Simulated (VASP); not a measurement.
Wanted: the native input for a VASP 6.6.1 run.

* Task: single point
* Functional: PBE
* Potentials or basis: VASP PAW PBE potentials, release 64 (Al)
* Cutoff: 520 eV
* k mesh: 20 × 20 × 12
* Occupations: gaussian, width 0.15 eV
* Spin: no spin polarisation
* Dipole correction: no
* Further INCAR settings: ALGO = Fast; EDIFF = 1e-07; NBANDS = 10

The structure of Al lies in POSCAR:

```
Al
1.0
   -1.6175102401      1.6175102401      1.6175102401
    1.6175102401     -1.6175102401      1.6175102401
    3.2350204801      3.2350204801      0.0000000000
Al
2
Direct
    0.0108309563     -0.0868737516      0.0000000000
    0.4891690437      0.5868737516      0.5000000000
```

This cell differs from its parent crystal: mode 1 frozen in at -0.224 Å and mode 5 at -0.123 Å (largest displacements).

These files were run (other wordings do the same):

INCAR

```
ALGO = Fast
EDIFF = 1E-7
ENCUT = 520
GGA = PE
ISIF = 2
ISMEAR = 0
LASPH = True
LCHARG = False
LREAL = False
LWAVE = False
NBANDS = 10
NELM = 80
PREC = Accurate
SIGMA = 0.15
```

KPOINTS

```
k-points
0
Gamma
  20 20 12
```

Potentials or basis: VASP PAW PBE potentials, release 64 (Al).

Run with:

```console
$ cat potpaw_PBE.64/Al/POTCAR > POTCAR
$ mpirun -np 1 vasp_std > vasp.out
```

It gave:

```json
{
  "Pressure": "0.7 GPa",
  "Largest force": "0.418 eV/Å",
  "Band gap on the k mesh": "zero (band 3 reaches 12.61 eV, above the bottom of band 4 at 3.90 eV)"
}
```

Caveat: the cell differs from its parent crystal (mode 1 frozen in at -0.224 Å and mode 5 at -0.123 Å (largest displacements)).

Run time: 110 s on 1 thread of Intel(R) Xeon(R) 6975P-C (Granite Rapids), on a shared host, peak memory 0.47 GiB.
